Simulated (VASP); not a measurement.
# Cs (I4_1/amd) in VASP: relaxation of cell and atoms with PBE

Aim: the relaxation of cell and atoms of Cs with PBE.

Everything below comes from runs of VASP 6.6.1. Logs are shortened: lines on timing, memory, paths and dates and some standing lists are left out, and cuts for length are marked.

### 1 The cell of the first run

Symmetry: I4_1/amd, No. 141, tetragonal system. The conventional cell has a = 5.108 Å, b = 5.108 Å, c = 19.192 Å, α = 90.00°, β = 90.00°, γ = 90.00°.

### 2 Relaxation of cell and atoms, PBE

The input, INCAR:

```
PREC     = Accurate       # precision mode
ENCUT    = 600            # plane-wave cutoff, eV
EDIFF    = 1E-6           # SCF threshold, eV
ISMEAR   = 0              # smearing method
SIGMA    = 0.1            # smearing width, eV
LREAL    = False          # projectors in reciprocal space
LASPH    = True           # aspherical terms in the spheres
NELM     = 100            # most SCF steps
ALGO     = Normal         # electronic algorithm
ISIF     = 3              # what is computed and relaxed
LWAVE    = False          # write WAVECAR
LCHARG   = False          # write CHGCAR
GGA      = PE             # functional
IBRION   = 2              # ionic algorithm
NSW      = 100            # ionic steps
EDIFFG   = -0.005         # ionic threshold
```

The input, KPOINTS:

```
Automatic mesh
0
Gamma
  12 12 12
```

The input, POSCAR:

```
Cs
1.0
   -2.5538463026      2.5538463026      9.5960667852
    2.5538463026     -2.5538463026      9.5960667852
    2.5538463026      2.5538463026     -9.5960667852
Cs
2
Direct
    0.2500000000      0.7500000000      0.5000000000
    0.5000000000      0.5000000000      0.0000000000
```

Potentials or basis: VASP PAW PBE potentials, release 64 (Cs_sv).

The run is started by

```
$ cat potpaw_PBE.64/Cs_sv/POTCAR > POTCAR
$ mpirun -np 1 vasp_std > vasp.out
```

OUTCAR:

```text
PREC = Accurate
   ENCUT = 600
   EDIFF = 1E-6
   ISMEAR = 0
   LREAL = False
   LASPH = True
   NELM = 100
   ISIF = 3
   GGA = PE
   IBRION = 2
   NSW = 100
   EDIFFG = -0.005

 ion  position               nearest neighbor table
   1  0.250  0.750  0.500-
   2  0.500  0.500  0.000-

  LATTYP: Found a body centered tetragonal cell.
 ALAT       =     5.1076926052
 C/A-ratio  =     3.7574958115

  Lattice vectors:

 A1 = (  -2.5538463026,   2.5538463026,   9.5960667852)
 A2 = (   2.5538463026,  -2.5538463026,   9.5960667852)
 A3 = (   2.5538463026,   2.5538463026,  -9.5960667852)

Analysis of symmetry for initial positions (statically):
=====================================================================
 Subroutine PRICEL returns:
 Original cell was already a primitive cell.

 Routine SETGRP: Setting up the symmetry group for a
 body centered tetragonal supercell.

 Subroutine GETGRP returns: Found 16 space group operations
 (whereof  8 operations were pure point group operations)
 out of a pool of 16 trial point group operations.

The static configuration has the point symmetry D_2d.
 The point group associated with its full space group is D_4h.

Analysis of symmetry for dynamics (positions and initial velocities):
=====================================================================
 Subroutine PRICEL returns:
 Original cell was already a primitive cell.

 Routine SETGRP: Setting up the symmetry group for a
 body centered tetragonal supercell.

 Subroutine GETGRP returns: Found 16 space group operations
 (whereof  8 operations were pure point group operations)
 out of a pool of 16 trial point group operations.

The dynamic configuration has the point symmetry D_2d.
 The point group associated with its full space group is D_4h.

 Subroutine INISYM returns: Found 16 space group operations
 (whereof  8 operations are pure point group operations),
 and found     1 'primitive' translations

----------------------------------------------------------------------------------------

                                     Primitive cell

  volume of cell :     250.3472

  direct lattice vectors                    reciprocal lattice vectors
    -2.553846303  2.553846303  9.596066785     0.000000000  0.195783121  0.052104681
     2.553846303 -2.553846303  9.596066785     0.195783121  0.000000000  0.052104681
     2.553846303  2.553846303 -9.596066785     0.195783121  0.195783121  0.000000000

  length of vectors
    10.253231667 10.253231667 10.253231667     0.202597947  0.202597947  0.276879145

  position of ions in fractional coordinates (direct lattice)
     0.250000000  0.750000000  0.500000000
     0.500000000  0.500000000  0.000000000

  ion indices of the primitive-cell ions
   primitive index   ion index
                 1           1
                 2           2

----------------------------------------------------------------------------------------

 KPOINTS: Automatic mesh

Automatic generation of k-mesh.
 Grid dimensions read from file:
 generate k-points for:   12   12   12

 Generating k-lattice:

  Cartesian coordinates                     Fractional coordinates (reciprocal lattice)
     0.000000000  0.016315260  0.004342057     0.083333333  0.000000000 -0.000000000
     0.016315260  0.000000000  0.004342057     0.000000000  0.083333333 -0.000000000
     0.016315260  0.016315260  0.000000000     0.000000000  0.000000000  0.083333333

  Length of vectors
     0.016883162  0.016883162  0.023073262

  Shift w.r.t. Gamma in fractional coordinates (k-lattice)
     0.000000000  0.000000000  0.000000000

 Subroutine IBZKPT returns following result:
 ===========================================

 Found    163 irreducible k-points:

 Following reciprocal coordinates:
            Coordinates               Weight
  0.000000  0.000000  0.000000      1.000000
  0.083333 -0.000000  0.000000      8.000000
  0.166667 -0.000000  0.000000      8.000000
  0.250000 -0.000000  0.000000      8.000000
  0.333333 -0.000000  0.000000      8.000000
  0.416667 -0.000000  0.000000      8.000000
[... 16 lines left out ...]
  0.500000  0.166667  0.000000     16.000000
 -0.416667  0.166667  0.000000     16.000000
 [... further k-points ...]
   k-points           NKPTS =    163   k-points in BZ     NKDIM =    163   number of bands    NBANDS=     13
   number of dos      NEDOS =    301   number of ions     NIONS =      2
   total plane-waves  NPLWV = 592704
   dimension x,y,z NGX =    84 NGY =   84 NGZ =   84
   dimension x,y,z NGXF=   168 NGYF=  168 NGZF=  168
   ions per type =               2
   NGX,Y,Z   is equivalent  to a cutoff of  13.62, 13.62, 13.62 a.u.
   NGXF,Y,Z  is equivalent  to a cutoff of  27.24, 27.24, 27.24 a.u.
 SYSTEM =  unknown system
   PREC   = accura    normal or accurate (medium, high low for compatibility)
   ISTART =      0    job   : 0-new  1-cont  2-samecut
   ICHARG =      2    charge: 1-file 2-atom 10-const
   ISPIN  =      1    spin polarized calculation?
   LNONCOLLINEAR =      F non collinear calculations
   LSORBIT =      F    spin-orbit coupling
   LASPH  =      T    aspherical Exc in radial PAW
   ENCUT  =  600.0 eV  44.10 Ry    6.64 a.u.  20.48 20.48 20.48*2*pi/ulx,y,z
   NELM   =    100;   NELMIN=  2; NELMDL= -5     # of ELM steps
   EDIFF  = 0.1E-05   stopping-criterion for ELM
   LREAL  =      F    real-space projection
   EDIFFG = -.5E-02   stopping-criterion for IOM
   NSW    =    100    number of steps for IOM
   IBRION =      2    ionic relax: 0-MD 1-quasi-New 2-CG
   NFREE  =      1    steps in history (QN), initial steepest desc. (CG)
   ISIF   =      3    stress and relaxation
   ISYM   =      2    0-nonsym 1-usesym 2-fastsym
   POTIM  = 0.5000    time-step for ionic-motion
   TEBEG  =    0.0;   TEEND  =   0.0 temperature during run
   PSTRESS=    0.0 pullay stress
   NELECT =      18.0000    total number of electrons
   NUPDOWN=      -1.0000    fix difference up-down
   EMIN   =  10.00;   EMAX   =-10.00  energy-range for DOS
   EFERMI =   0.00;   METHOD = LEGACY
   ISMEAR =     0;   SIGMA  =   0.10  broadening in eV -4-tet -1-fermi 0-gaus
   EFERMI_NEDOS =   21; number of points for ismear=-14 and -15
   IALGO  =     38    algorithm
   IMIX   =      4    mixing-type and parameters
     AMIX     =   0.40;   BMIX     =  1.00
     AMIX_MAG =   1.60;   BMIX_MAG =  1.00
  volume/ion in A,a.u.               =     125.17       844.71
  Fermi-wavevector in a.u.,A,eV,Ry     =   0.680745  1.286422  6.305135  0.463414
  Thomas-Fermi vector in A             =   1.759326
   LORBIT       =      0    0 simple, 1 ext, 2 COOP (PROOUT), +10 PAW based schemes
   GGA     = PE    functional components
   LHFCALC =     F    Hartree Fock is set to
   AEXX    =    0.0000 exact exchange contribution
   IVDW    =     0    specifies the selected vdW correction
   LEPSILON=     F    determine dielectric tensor
   LRPA    =     F    only Hartree local field effects (RPA)
 conjugate gradient relaxation of ions
 non-spin polarized calculation
 Gauss-broadening in eV      SIGMA  =   0.10
  energy-cutoff  :      600.00
  volume of cell :      250.35
 maximum number of plane-waves:      8406
 NGX is ok and might be reduce to    84
   NGX = 41   NGY = 41   NGZ = 41

--------------------------------------- Ionic step        1  -------------------------------------------

 number of electron      18.0000001 magnetization

 Free energy of the ion-electron system (eV)
  ---------------------------------------------------
  ext. energy  EPLUGINS =         0.00000000
  ---------------------------------------------------
  free energy    TOTEN  =        -1.59790360 eV

  energy without entropy =       -1.58599549  energy(sigma->0) =       -1.59194954

------------------------ aborting loop because EDIFF is reached ----------------------------------------

  FORCE on cell =-STRESS in cart. coord.  units (eV):
  Direction    XX          YY          ZZ          XY          YZ          ZX
  --------------------------------------------------------------------------------------
  -------------------------------------------------------------------------------------
  Total        0.0254833      0.0254833     -0.1687941      0.0000000      0.0000000      0.0000000
  in kB        0.1630884      0.1630884     -1.0802518      0.0000000      0.0000000      0.0000000
  external PRESSURE =      -0.2513583 kB  Pullay stress =       0.0000000 kB
[... 165 lines left out ...]
  energy  without entropy=       -1.5893444697  energy(sigma->0) =       -1.59501035

--------------------------------------- Ionic step        6  -------------------------------------------

 number of electron      17.9999999 magnetization

 Free energy of the ion-electron system (eV)
  ---------------------------------------------------
  ext. energy  EPLUGINS =         0.00000000
  ---------------------------------------------------
  free energy    TOTEN  =        -1.60067781 eV

  energy without entropy =       -1.58931598  energy(sigma->0) =       -1.59499690

 E-fermi :   0.3177     XC(G=0):  -5.2408

 val. band max:        0.3078154558   @ k =   0.0833   0.0833   0.0000
 cond. band min:       0.3257800747   @ k =   0.3333   0.3333   0.0000
 fundamental gap:      0.0179646189
 Fermi energy:         0.3176546598

 k-point     1 :       0.0000    0.0000    0.0000
  band No.  band energies     occupation
      1     -23.6559      2.00000
      2     -23.6500      2.00000
      3     -10.5308      2.00000
      4     -10.4023      2.00000
      5     -10.4023      2.00000
      6     -10.3955      2.00000
      7     -10.3955      2.00000
      8     -10.3930      2.00000
      9      -1.2995      2.00000
     10       0.2678      1.51955
     11       0.9439      0.00000
     12       1.8843      0.00000
     13       1.8894      0.00000
[... 353 lines left out ...]
 k-point    24 :      -0.4167    0.1667    0.0000
  band No.  band energies     occupation
      1     -23.6489      2.00000
      2     -23.6458      2.00000
      3     -10.5258      2.00000
      4     -10.5179      2.00000
      5     -10.4734      2.00000
      6     -10.4296      2.00000
      7     -10.4132      2.00000
      8     -10.4023      2.00000
      9       0.0644      1.99966
     10       0.8891      0.00000
     11       1.1131      0.00000
     12       1.4053      0.00000
     13       1.7426      0.00000

 [... further k-points ...]
[... 5 lines left out ...]
  --------------------------------------------------------------------------------------
  -------------------------------------------------------------------------------------
  Total        0.0046424      0.0046424     -0.0089765      0.0000000      0.0000000      0.0000000
  in kB        0.0303405      0.0303405     -0.0586661      0.0000000      0.0000000      0.0000000
  external PRESSURE =       0.0006716 kB  Pullay stress =       0.0000000 kB
[... 17 lines left out ...]
  FREE ENERGIE OF THE ION-ELECTRON SYSTEM (eV)
  ---------------------------------------------------
  free  energy   TOTEN  =        -1.6006778102 eV

  energy  without entropy=       -1.5893159824  energy(sigma->0) =       -1.59499690

 reached required accuracy - stopping structural energy minimisation
```

Run time: 2.2 h. Hardware: 1 thread of Intel Xeon Platinum 8488C (Sapphire Rapids), shared host; peak memory 1.5 GiB.

Results:

```yaml
Free_energy: -1.6007 eV
Relaxed_volume: 122.57 Å³/atom
Relaxed_cell: a = 9.995 Å, b = 9.995 Å, c = 9.995 Å, α = 150.26°, β = 150.26°, γ = 42.56°
Space_group_after_relaxing_to_0.1_Å: I4_1/amd (No. 141)
Energy_gained_by_relaxing: 1.4 meV/atom
Ionic_steps: 6
Pressure_after_relaxing: 0.0 GPa
Band_gap_on_the_k_mesh: zero (bands 9 and 10 overlap by 1.60 eV)
```

Step by step:
```
step  energy change (eV)  largest force (eV/Å)  pressure (GPa)  volume (Å³)
   1              0.0000                0.0000           -0.03       250.35
   2             -0.0007                0.0000           -0.03       249.63
   3             -0.0022                0.0000           -0.01       247.48
   4             -0.0024                0.0000            0.03       243.12
   5             -0.0028                0.0000            0.02       244.89
   6             -0.0028                0.0000            0.00       245.15
```

Final structure:
```
Cs
1.0
    -2.56518    2.56518    9.31390
     2.56518   -2.56518    9.31390
     2.56518    2.56518   -9.31390
Cs
2
Direct
  0.25000 0.75000 0.50000
  0.50000 0.50000 0.00000
```

Levels at points of the mesh, in eV from the Fermi level:
```
           k point  band 7  band 8  band 9  band 10  band 11  band 12
(0.00, 0.00, 0.00)  -10.71  -10.71   -1.62    -0.05     0.63     1.57
(0.50, 0.00, 0.00)  -10.71  -10.70   -0.13     0.34     0.42     1.07
(0.50, 0.50, 0.00)  -10.74  -10.74    0.54     0.54     1.22     1.22
(0.50, 0.50, 0.50)  -10.71  -10.71   -1.06    -1.06     1.25     1.25
```

Caveat: spin-orbit coupling is left out, which moves the levels of the heavy elements.
